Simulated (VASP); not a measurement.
# Co (P6_3/mmc) in VASP: further runs

The runs below take Co through single point, with PBE.

Program: VASP 6.6.1. These are calculated values, not measurements. Logs are shortened: lines on timing, memory, paths and dates and some standing lists are left out, and cuts for length are marked.

### 1 The cell of the first run

It takes space group P6_3/mmc (No. 194, hexagonal). Conventional cell: a = 2.391 Å, b = 2.391 Å, c = 3.862 Å, α = 90.00°, β = 90.00°, γ = 120.00°. Co (site symmetry -6m2) has 12 Co at 2.37 to 2.39 Å within 3.1 Å.

### 2 Single point, PBE, collinear spin, ferromagnetic start (9.56 Å³/atom)

File INCAR:

```
ALGO = Fast
EDIFF = 1E-7
ENCUT = 520
GGA = PE
ISIF = 2
ISMEAR = 0
ISPIN = 2
LASPH = T
LCHARG = T
LELF = T
LMAXMIX = 4
LORBIT = 11
LREAL = F
LVHAR = T
LWAVE = F
MAGMOM = 1.86 1.86
NBANDS = 20
NELM = 150
PREC = Accurate
SIGMA = 0.1
```

File KPOINTS:

```
k-points
0
Gamma
  21 21 10
```

File POSCAR:

```
Co
1.0
    2.3906800138      0.0000000000      0.0000000000
   -1.1953400069      2.0703896243      0.0000000000
    0.0000000000      0.0000000000      3.8617807585
Co
2
Direct
    0.3333333333      0.6666666667      0.2500000000
    0.6666666667      0.3333333333      0.7500000000
```

Potentials or basis: VASP PAW PBE potentials, release 64 (Co).

Launch:

```
$ cat potpaw_PBE.64/Co/POTCAR > POTCAR
$ mpirun -np 1 vasp_std > vasp.out
```

OUTCAR:

```text
EDIFF = 1E-7
   ENCUT = 520
   GGA = PE
   ISIF = 2
   ISMEAR = 0
   ISPIN = 2
   LASPH = T
   LORBIT = 11
   LREAL = F
   NELM = 150
   PREC = Accurate

 ion  position               nearest neighbor table
   1  0.333  0.667  0.250-   2 2.37   2 2.37   2 2.37   2 2.37   2 2.37   2 2.37
   2  0.667  0.333  0.750-   1 2.37   1 2.37   1 2.37   1 2.37   1 2.37   1 2.37

  LATTYP: Found a hexagonal cell.
 ALAT       =     2.3906800138
 C/A-ratio  =     1.6153482424

  Lattice vectors:

 A1 = (   2.3906800138,   0.0000000000,   0.0000000000)
 A2 = (  -1.1953400069,   2.0703896243,   0.0000000000)
 A3 = (   0.0000000000,   0.0000000000,   3.8617807585)

Analysis of symmetry for initial positions (statically):
=====================================================================
 Subroutine PRICEL returns:
 Original cell was already a primitive cell.

 Routine SETGRP: Setting up the symmetry group for a
 hexagonal supercell.

 Subroutine GETGRP returns: Found 24 space group operations
 (whereof 12 operations were pure point group operations)
 out of a pool of 24 trial point group operations.

The static configuration has the point symmetry D_3d.
 The point group associated with its full space group is D_6h.

Analysis of symmetry for dynamics (positions and initial velocities):
=====================================================================
 Subroutine PRICEL returns:
 Original cell was already a primitive cell.

 Routine SETGRP: Setting up the symmetry group for a
 hexagonal supercell.

 Subroutine GETGRP returns: Found 24 space group operations
 (whereof 12 operations were pure point group operations)
 out of a pool of 24 trial point group operations.

The dynamic configuration has the point symmetry D_3d.
 The point group associated with its full space group is D_6h.

Analysis of structural, dynamic, and magnetic symmetry:
=====================================================================
 Subroutine PRICEL returns:
 Original cell was already a primitive cell.

 Routine SETGRP: Setting up the symmetry group for a
 hexagonal supercell.

 Subroutine GETGRP returns: Found 24 space group operations
 (whereof 12 operations were pure point group operations)
 out of a pool of 24 trial point group operations.

The overall configuration has the point symmetry D_3d.
[... 118 lines left out ...]
   IMIX   =      4    mixing-type and parameters
     AMIX     =   0.40;   BMIX     =  1.00
     AMIX_MAG =   1.60;   BMIX_MAG =  1.00
  volume/ion in A,a.u.               =       9.56        64.50
  Fermi-wavevector in a.u.,A,eV,Ry     =   1.604644  3.032337 35.033389  2.574881
  Thomas-Fermi vector in A             =   2.701116
   LORBIT       =     11    0 simple, 1 ext, 2 COOP (PROOUT), +10 PAW based schemes
   GGA     = PE    functional components
   LHFCALC =     F    Hartree Fock is set to
   AEXX    =    0.0000 exact exchange contribution
   IVDW    =     0    specifies the selected vdW correction
   LEPSILON=     F    determine dielectric tensor
   LRPA    =     F    only Hartree local field effects (RPA)
 spin polarized calculation
 RMM-DIIS sequential band-by-band and
 Gauss-broadening in eV      SIGMA  =   0.10
  energy-cutoff  :      520.00
  volume of cell :       19.11
 maximum number of plane-waves:       543
 NGX is ok and might be reduce to    18
   NGX =  9   NGY =  9   NGZ = 15

 number of electron      18.0000024 magnetization       3.0268787

 Free energy of the ion-electron system (eV)
  ---------------------------------------------------
  ext. energy  EPLUGINS =         0.00000000
  ---------------------------------------------------
  free energy    TOTEN  =       -13.82867324 eV

  energy without entropy =      -13.82115179  energy(sigma->0) =      -13.82491251

 E-fermi :  12.1527     XC(G=0): -14.1677

 val. band max:       12.1521493361   @ k =   0.0952   0.0952   0.2000
 cond. band min:      12.1532648396   @ k =   0.0476  -0.0000   0.2000
 fundamental gap:      0.0011155036
 Fermi energy:        12.1527208966

 spin component 1

 k-point     1 :       0.0000    0.0000    0.0000
  band No.  band energies     occupation
      1       2.5035      1.00000
      2       6.4104      1.00000
      3       9.3828      1.00000
      4       9.3984      1.00000
      5       9.3984      1.00000
      6       9.7868      1.00000
[... 541 lines left out ...]
     19      39.3838      0.00000
     20      40.9889      0.00000

 [... further k-points ...]

 spin component 2

 k-point     1 :       0.0000    0.0000    0.0000
  band No.  band energies     occupation
      1       2.5224      1.00000
      2       7.3037      1.00000
      3      10.9251      1.00000
      4      10.9361      1.00000
      5      10.9361      1.00000
      6      11.3803      1.00000
[... 541 lines left out ...]
     19      39.5950      0.00000
     20      41.4370      0.00000

 [... further k-points ...]

------------------------ aborting loop because EDIFF is reached ----------------------------------------

  FORCE on cell =-STRESS in cart. coord.  units (eV):
  Direction    XX          YY          ZZ          XY          YZ          ZX
  --------------------------------------------------------------------------------------
  -------------------------------------------------------------------------------------
  Total        4.2514003      4.2514003      4.2293175     -0.0000000     -0.0000000      0.0000000
  in kB      356.3538289    356.3538289    354.5028480     -0.0000000     -0.0000000      0.0000000
  external PRESSURE =     355.7368352 kB  Pullay stress =       0.0000000 kB

 VOLUME and BASIS-vectors are now :
 -----------------------------------------------------------------------------
  energy-cutoff  :      520.00
  volume of cell :       19.11
      direct lattice vectors                 reciprocal lattice vectors
     2.390680014  0.000000000  0.000000000     0.418291028  0.241500437  0.000000000
    -1.195340007  2.070389624  0.000000000     0.000000000  0.483000875  0.000000000
     0.000000000  0.000000000  3.861780759     0.000000000  0.000000000  0.258947895

 POSITION                                       TOTAL-FORCE (eV/Angst)
 -----------------------------------------------------------------------------------
     -0.00000      1.38026      0.96545        -0.000000     -0.000000      0.000000
      1.19534      0.69013      2.89634         0.000000      0.000000      0.000000
 -----------------------------------------------------------------------------------
    total drift:                                0.000000     -0.000000     -0.000000

  FREE ENERGIE OF THE ION-ELECTRON SYSTEM (eV)
  ---------------------------------------------------
  free  energy   TOTEN  =       -13.8286732404 eV

  energy  without entropy=      -13.8211517869  energy(sigma->0) =      -13.82491251

 total charge

# of ion       s       p       d       tot
------------------------------------------
    1        0.547   0.643   7.365   8.554
    2        0.547   0.643   7.365   8.554
--------------------------------------------------
tot          1.093   1.285  14.729  17.107

 magnetization (x)

# of ion       s       p       d       tot
------------------------------------------
    1       -0.016  -0.057   1.582   1.509
    2       -0.016  -0.057   1.582   1.509
--------------------------------------------------
tot         -0.033  -0.113   3.164   3.017
```

OSZICAR:

```text
N       E                     dE             d eps       ncg     rms          rms(c)
DAV:   1     0.839189451091E+02    0.83919E+02   -0.78750E+03 24764   0.123E+03
DAV:   2    -0.111925387847E+02   -0.95111E+02   -0.85506E+02 23408   0.220E+02
DAV:   3    -0.157156418930E+02   -0.45231E+01   -0.43276E+01 25976   0.570E+01
DAV:   4    -0.157844367117E+02   -0.68795E-01   -0.68740E-01 28380   0.622E+00
DAV:   5    -0.157864581658E+02   -0.20215E-02   -0.20213E-02 26944   0.102E+00    0.172E+01
RMM:   6    -0.140714336151E+02    0.17150E+01   -0.52915E+00 27676   0.247E+01    0.654E+00
RMM:   7    -0.138849611805E+02    0.18647E+00   -0.47539E-01 27911   0.783E+00    0.461E+00
RMM:   8    -0.138420476079E+02    0.42914E-01   -0.28589E-02 31222   0.112E+00    0.220E+00
RMM:   9    -0.138281908313E+02    0.13857E-01   -0.88119E-03 33664   0.483E-01    0.528E-01
RMM:  10    -0.138286542628E+02   -0.46343E-03   -0.16230E-03 30806   0.358E-01    0.112E-01
RMM:  11    -0.138286692283E+02   -0.14966E-04   -0.56847E-04 37163   0.119E-01    0.603E-02
RMM:  12    -0.138286694439E+02   -0.21558E-06   -0.43057E-05 33122   0.460E-02    0.368E-02
RMM:  13    -0.138286749987E+02   -0.55548E-05   -0.17963E-05 35083   0.338E-02    0.986E-03
RMM:  14    -0.138286736019E+02    0.13968E-05   -0.36422E-06 33846   0.141E-02    0.262E-03
RMM:  15    -0.138286732253E+02    0.37656E-06   -0.11302E-06 34820   0.602E-03    0.109E-03
RMM:  16    -0.138286732404E+02   -0.15069E-07   -0.12047E-07 19868   0.234E-03
   1 F= -.13828673E+02 E0= -.13824913E+02  d E =-.752145E-02  mag=     3.0268
```

Wall time 2 min (1 thread of AMD EPYC 9R45 (Zen 5), shared host); peak memory 0.23 GiB.

What came out:

| Item | Value |
| --- | --- |
| Free energy | -13.8287 eV |
| Pressure | 35.6 GPa |
| Net moment | 3.03 μB per cell |
| Site moments | Co +1.51 μB |
| Valence electrons inside the program's atomic spheres | Co 8.55 |

Caveat: the cell stands under pressure.

### 3 Single point, PBE, collinear spin, ferromagnetic start (9.88 Å³/atom)

This run uses another cell than the first one, of 9.88 Å³/atom.

File INCAR:

```
SYSTEM = Co
PREC     = Accurate       ! precision mode
ENCUT    = 520            ! plane-wave cutoff, eV
EDIFF    = 1E-7           ! SCF threshold, eV
ISMEAR   = 0              ! smearing method
SIGMA    = 0.1            ! smearing width, eV
LREAL    = .False.        ! projectors in reciprocal space
LASPH    = .True.         ! aspherical terms in the spheres
NELM     = 150            ! most SCF steps
ALGO     = Normal         ! electronic algorithm
ISIF     = 2              ! what is computed and relaxed
LWAVE    = .False.        ! write WAVECAR
LCHARG   = .True.         ! write CHGCAR
ISPIN    = 2              ! spin polarisation
MAGMOM   = 1.86 1.86      ! initial moments
LORBIT   = 11             ! projections on sites
LMAXMIX  = 4              ! l up to which the mixer works
GGA      = PE             ! functional
LELF     = .True.         ! ELF
LVHAR    = .True.       
NBANDS   = 20             ! bands
```

File KPOINTS:

```
regular mesh
0
Gamma
  21 21 10
  0 0 0
```

File POSCAR:

```
Co
1.0
    2.4174040438      0.0000000000      0.0000000000
   -1.2087020219      2.0935333131      0.0000000000
    0.0000000000      0.0000000000      3.9056268492
Co
2
Direct
    0.3333333333      0.6666666667      0.2500000000
    0.6666666667      0.3333333333      0.7500000000
```

Potentials or basis: VASP PAW PBE potentials, release 64 (Co).

Launch:

```
$ cat potpaw_PBE.64/Co/POTCAR > POTCAR
$ mpirun -np 1 vasp_std > vasp.out
```

Wall time 98 s (1 thread of AMD EPYC 9R45 (Zen 5), shared host); peak memory 0.23 GiB.

Results (log left out):

```yaml
Free_energy: -13.9486 eV
Pressure: 23.8 GPa
Net_moment: 3.06 μB per cell
Site_moments: Co +1.53 μB
Valence_electrons_inside_the_program's_atomic_spheres: Co 8.47
```

Stress tensor (GPa, compression positive):
```
23.84  0.00  0.00
 0.00 23.84  0.00
 0.00  0.00 23.66
```

Levels at points of the mesh, in eV from the Fermi level:
Spin up:
```
           k point  band 6  band 7  band 8  band 9  band 10  band 11  band 12  band 13  band 14  band 15
(0.00, 0.00, 0.00)   -2.34   -2.34   -1.94   -1.94    -0.66    -0.66    -0.09     7.27    22.77    26.17
(0.00, 0.00, 0.50)   -2.78   -2.78   -2.78   -1.02    -1.02    -1.02    -1.02    16.18    16.18    23.57
```
Spin down:
```tsv
k point	band 3	band 4	band 5	band 6	band 7	band 8	band 9	band 10	band 11	band 12
(0.00, 0.00, 0.00)	-1.16	-1.15	-1.15	-0.72	-0.72	-0.25	-0.25	-0.13	1.14	1.14
(0.00, 0.00, 0.50)	-1.77	-1.77	-1.22	-1.22	-1.22	-1.22	0.76	0.76	0.76	0.76
```

Caveat: the cell stands under pressure.

### 4 Single point, PBE, collinear spin, ferromagnetic start (10.21 Å³/atom)

This run uses another cell than the first one, of 10.21 Å³/atom.

File INCAR:

```
SYSTEM = Co
PREC = Accurate ; ENCUT = 520
EDIFF = 1E-7 ; ISMEAR = 0
SIGMA = 0.1 ; LREAL = .FALSE.
LASPH = .TRUE. ; NELM = 150
ALGO = Normal ; ISIF = 2
LWAVE = .FALSE. ; LCHARG = .FALSE.
ISPIN = 2 ; MAGMOM = 1.86 1.86
LORBIT = 11 ; LMAXMIX = 4
GGA = PE ; NBANDS = 20
```

File KPOINTS:

```
regular mesh
0
G
  21 21 10
  0 0 0
```

File POSCAR:

```
Co
1.0
    2.4435276225      0.0000000000      0.0000000000
   -1.2217638112      2.1161569959      0.0000000000
    0.0000000000      0.0000000000      3.9485822763
Co
2
Direct
    0.3333333333      0.6666666667      0.2500000000
    0.6666666667      0.3333333333      0.7500000000
```

Launch:

```
$ cat potpaw_PBE.64/Co/POTCAR > POTCAR
$ mpirun -np 1 vasp_std > vasp.out
```

Wall time 93 s (1 thread of AMD EPYC 9R45 (Zen 5), shared host); peak memory 0.23 GiB.

Results (log left out):

- Free energy: -14.0246 eV
- Pressure: 14.0 GPa
- Net moment: 3.09 μB per cell
- Site moments: Co +1.56 μB
- Valence electrons inside the program's atomic spheres: Co 8.40

Stress tensor (GPa, compression positive):
```
14.01  0.00  0.00
 0.00 14.01  0.00
 0.00  0.00 13.87
```

Levels at points of the mesh, in eV from the Fermi level:
Spin up:
```csv
k point,band 8,band 9,band 10,band 11,band 12,band 13
"(0.00, 0.00, 0.00)",-1.93,-1.93,-0.72,-0.72,-0.08,6.95
"(0.00, 0.00, 0.50)",-2.73,-1.06,-1.06,-1.06,-1.06,15.77
```
Spin down:
```tsv
k point	band 3	band 4	band 5	band 6	band 7	band 8	band 9	band 10	band 11	band 12
(0.00, 0.00, 0.00)	-1.10	-1.08	-1.08	-0.68	-0.68	-0.22	-0.22	-0.13	1.10	1.10
(0.00, 0.00, 0.50)	-1.69	-1.69	-1.15	-1.15	-1.15	-1.15	0.74	0.74	0.74	0.74
```

Caveat: the cell stands under pressure.

### 5 Summary

```tsv
cell	gap on the mesh (eV)	pressure (GPa)	moment (μB)
a = 2.391, b = 2.391, c = 3.862 Å, angles 90.0, 90.0, 120.0°, 2 atoms	none	35.6	3.03
a = 2.417, b = 2.417, c = 3.906 Å, angles 90.0, 90.0, 120.0°, 2 atoms	none	23.8	3.06
a = 2.444, b = 2.444, c = 3.949 Å, angles 90.0, 90.0, 120.0°, 2 atoms	none	14.0	3.09
```

Alike in all rows: task single point; level PBE; potentials or basis VASP PAW PBE potentials, release 64 (Co); spin collinear, ferromagnetic start; k mesh 21 × 21 × 10; cutoff (eV) 520; smearing gaussian 0.1 eV.

Caveats: the cell stands under pressure.

Total energies depend on the potentials used, so only differences within one code and one set of settings carry meaning.
